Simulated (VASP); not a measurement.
# Mo2C3: relaxation of cell and atoms with PBE

Mo2C3:

```xyz
5
Lattice="5.4385 0.0000 0.0000 0.0000 2.5425 2.5739 0.0000 -2.5425 2.5739" Properties=species:S:1:pos:R:3 pbc="T T T"
Mo    0.0000   -1.2016    1.3259
Mo    0.0000    1.2016    1.3259
C     1.4052    0.0000    5.1252
C     4.0333    0.0000    5.1252
C     2.7192    0.0000    5.1157
```

```
Program                : VASP 6.6.1
Task                   : relaxation of cell and atoms
Functional             : PBE
Potentials or basis    : VASP PAW PBE potentials, release 64 (Mo_sv, C)
Cutoff                 : 600 eV
k mesh                 : 8 × 10 × 10
Occupations            : gaussian, width 0.1 eV
Spin                   : no spin polarisation
Dipole correction      : no
Further INCAR settings : ALGO = Normal; EDIFF = 1e-06; IBRION = 2; EDIFFG = -0.01; NSW = 100; ISIF = 3
```

```json
{
  "Relaxed volume": "14.28 Å³/atom",
  "Relaxed cell": "a = 5.422 Å, b = 3.629 Å, c = 3.629 Å, α = 89.00°, β = 90.00°, γ = 90.00°",
  "Space group after relaxing (to 0.1 Å)": "Amm2 (No. 38)",
  "Energy gained by relaxing": "0.5 meV/atom",
  "Ionic steps": "18",
  "Pressure after relaxing": "0.0 GPa",
  "Largest force after relaxing": "0.010 eV/Å",
  "Band gap on the k mesh": "zero (bands 20 and 21 overlap by 1.52 eV)"
}
```

Forces in eV/Å, atoms in the order of the input:
```
Mo   0.000  0.008  0.005
Mo   0.000 -0.008  0.005
C    0.008  0.000 -0.004
C   -0.008  0.000 -0.004
C    0.000  0.000 -0.001
```

Step by step:
```tsv
step	energy change (eV)	largest force (eV/Å)	pressure (GPa)	volume (Å³)
1	0.0000	0.0778	0.15	71.18
2	-0.0006	0.0750	-0.25	71.32
3	-0.0006	0.0828	-0.28	71.33
4	-0.0009	0.0539	-0.19	71.33
5	-0.0010	0.0578	-0.10	71.32
6	-0.0012	0.0527	-0.03	71.30
7	-0.0014	0.0392	0.21	71.22
8	-0.0014	0.0432	0.29	71.19
9	-0.0016	0.0433	0.29	71.21
10	-0.0019	0.0434	0.23	71.26
11	-0.0021	0.0438	0.14	71.36
12	-0.0021	0.0435	0.16	71.33
13	-0.0022	0.0353	0.03	71.39
14	-0.0022	0.0281	-0.08	71.44
15	-0.0023	0.0197	-0.07	71.42
16	-0.0023	0.0280	-0.04	71.40
17	-0.0023	0.0111	0.09	71.37
18	-0.0023	0.0097	0.03	71.38
```

Final structure:
```
Mo C
1.0
     5.42154    0.00000    0.00000
     0.00000    2.54347    2.58828
     0.00000   -2.54347    2.58828
Mo C
2 3
Direct
  0.00000 0.02651 0.49303
  0.00000 0.49303 0.02651
  0.25748 0.99364 0.99364
  0.74252 0.99364 0.99364
  0.50000 0.99333 0.99333
```

Levels at points of the mesh, in eV from the Fermi level:
```
           k point  band 17  band 18  band 19  band 20  band 21  band 22  band 23  band 24
(0.00, 0.00, 0.00)    -3.86    -3.85    -2.12     1.04     1.08     1.50     3.45     4.47
(0.50, 0.00, 0.00)    -1.66    -0.89    -0.71    -0.71    -0.47     1.29     1.49     1.92
(0.00, 0.50, 0.00)    -2.34    -1.07    -0.73    -0.46    -0.36     0.08     1.24     1.41
(0.50, 0.50, 0.00)    -2.18    -0.96    -0.96    -0.40    -0.14     0.04     0.42     1.30
(0.00, 0.50, 0.50)    -2.94    -1.47    -1.39    -0.21     0.56     1.37     1.58     1.81
(0.50, 0.50, 0.50)    -3.27    -2.29    -2.00     0.03     0.77     2.10     2.27     2.72
```

Wall time 30 min on 1 thread of Intel(R) Xeon(R) 6975P-C (Granite Rapids), with other jobs on the host, peak memory 0.41 GiB.
